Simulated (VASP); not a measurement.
# CrCuO2: single point with PBEsol

CrCuO2:

```
Cr Cu O
1.0
     1.35673    0.78331    5.20171
    -1.35673    0.78331    5.20171
     0.00000   -1.56662    5.20171
Cr Cu O
1 1 2
Direct
  0.50000 0.50000 0.50000
  0.00000 0.00000 0.00000
  0.10792 0.10792 0.10792
  0.89208 0.89208 0.89208
```

```yaml
Program: VASP 6.6.1
Task: single point
Functional: PBEsol
Potentials_or_basis: VASP PAW PBE potentials, release 64 (Cr_pv, Cu, O)
Cutoff: 600 eV
k_mesh: 11 × 11 × 11
Occupations: fermi-dirac, width 0.08 eV
Spin: collinear spin, ferromagnetic start
Starting_moments: "[3.0, 0.0, 0.0, 0.0] μB"
```

The pressure is 88.1 GPa. The largest force is 1.047 eV/Å, the net moment is 2.93 μB per cell and the site moments are Cr +2.62; Cu +0.09; O +0.05 μB. The valence electrons inside the program's atomic spheres are Cr 11.61; Cu 10.39; O 5.22.

Forces on the atoms (eV/Å):
```
Cr   0.000  0.000  0.000
Cu   0.000  0.000  0.000
O    0.000  0.000 -1.047
O    0.000  0.000  1.047
```

Stress tensor (GPa, compression positive):
```
 75.94   0.00   0.00
  0.00  75.94   0.00
  0.00   0.00 112.38
```

Levels at points of the mesh, in eV from the Fermi level:
Spin up:
```tsv
k point	band 17	band 18	band 19	band 20	band 21	band 22
(0.00, 0.00, 0.00)	-1.77	-1.77	-1.16	2.89	3.68	3.68
```
Spin down:
| k point | band 13 | band 14 | band 15 | band 16 | band 17 | band 18 | band 19 | band 20 |
| --- | --- | --- | --- | --- | --- | --- | --- | --- |
| (0.00, 0.00, 0.00) | -3.73 | -3.73 | -3.20 | -3.20 | 0.87 | 0.87 | 0.92 | 3.67 |

Run time: 21 min on 1 thread of Intel(R) Xeon(R) Platinum 8488C (Sapphire Rapids), on a shared host, peak memory 0.6 GiB.

Caveat: the stress differs along the axes, from 76 to 112 GPa; an empty level that is flat over the whole mesh can mark a ghost state of the potentials, or a narrow d or f band; the PAW data sets were made with another functional, which shifts forces and pressure a little; semilocal functionals often make such compounds metallic where correlation or magnetic order opens a gap, which also shifts bond lengths. With open d or f shells a metallic result of PBEsol can be an artefact of self-interaction; +U or a hybrid may open a gap.
